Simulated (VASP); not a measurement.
Input of a VASP 6.6.1 run:

File POSCAR:

```
MgI2
1.0
    0.0000000000      3.7557205824      3.7557205824
    3.7557205824      0.0000000000      3.7557205824
    3.7557205824      3.7557205824      0.0000000000
Mg I
1 2
Direct
    0.0000000000      0.0000000000      0.0000000000
    0.2500000000      0.2500000000      0.2500000000
    0.7500000000      0.7500000000      0.7500000000
```

The input INCAR.step1:

```
PREC = Accurate
ENCUT = 520
EDIFF = 1E-5
ISMEAR = 0
SIGMA = 0.01
LREAL = F
LASPH = T
NELM = 100
ALGO = Normal
ISIF = 2
LWAVE = T
LCHARG = F
GGA = PE
NBANDS = 15
```

The input INCAR.step2:

```
PREC = Accurate
ENCUT = 520
EDIFF = 1E-6
ISMEAR = 0
SIGMA = 0.01
LREAL = F
LASPH = T
NELM = 100
ALGO = Normal
ISIF = 2
LWAVE = F
LCHARG = F
METAGGA = R2SCAN
LHFCALC = T
AEXX = 0.1
LMIXTAU = T
PRECFOCK = Normal
ISTART = 1
NBANDS = 15
```

Contents of KPOINTS:

```
Automatic mesh
0
Gamma
  4 4 4
```

Potentials or basis: VASP PAW PBE potentials, release 64 (Mg, I).

Launch:

```bash
$ cat potpaw_PBE.64/Mg/POTCAR potpaw_PBE.64/I/POTCAR > POTCAR
$ cp INCAR.step1 INCAR
$ mpirun -np 1 vasp_std > vasp.out
$ cp INCAR.step2 INCAR
$ mpirun -np 1 vasp_std > vasp.out
```

(1) What does it give for the pressure?

(2) Estimate the band gap on the k mesh.

## Answers

(1) -0.3 GPa.

(2) 1.77 eV (least direct gap 2.02 eV).

Caveat: the structure was generated, so it needn't be the stable form of MgI2; the PAW data sets were made with another functional, which shifts forces and pressure a little; spin-orbit coupling is left out, which moves the levels of the heavy elements.
